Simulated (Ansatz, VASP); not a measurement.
# Two plane-wave programs on MgO

```
Mg O
1.0
    -3.45178    0.00000    0.00000
    -1.72589   -2.98933    0.00000
     0.00000    0.00000   12.41895
Mg O
6 6
Direct
  0.66667 0.66667 0.25000
  0.66667 0.66667 0.58333
  0.66667 0.66667 0.91667
  0.33333 0.33333 0.08333
  0.33333 0.33333 0.41667
  0.33333 0.33333 0.75000
  0.66667 0.66667 0.08333
  0.66667 0.66667 0.41667
  0.66667 0.66667 0.75000
  0.33333 0.33333 0.25000
  0.33333 0.33333 0.58333
  0.33333 0.33333 0.91667
```

Alike in both runs: task single point; functional LDA; k mesh 8 × 8 × 2; occupations gaussian, width 0.05 eV; no spin polarisation.

|  | VASP | Ansatz |
| --- | --- | --- |
| version | VASP 6.6.1 | Ansatz 0.2.0 |
| potentials or method | VASP PAW LDA potentials, release 64 (Mg, O), cutoff 520 eV | scalar-relativistic, plane waves, PAW |
| valence electrons in the cell | 48 | 96 |

```csv
,VASP,Ansatz,Ansatz less VASP
gap on the k mesh at the Fermi level (eV),3.48,3.49,+0.011
least direct gap on the mesh (eV),3.48,3.49,+0.011
pressure (GPa),-1.9,0.0,+1.91
```

Ansatz warns that its potentials were made for another functional, while VASP's fit it. LDA's correlation is that of Perdew and Zunger in VASP and of Perdew and Wang (1992) in Ansatz. VASP's potentials hold 48 valence electrons a cell and Ansatz's 96, so a difference there can come from the potentials and not from the codes.
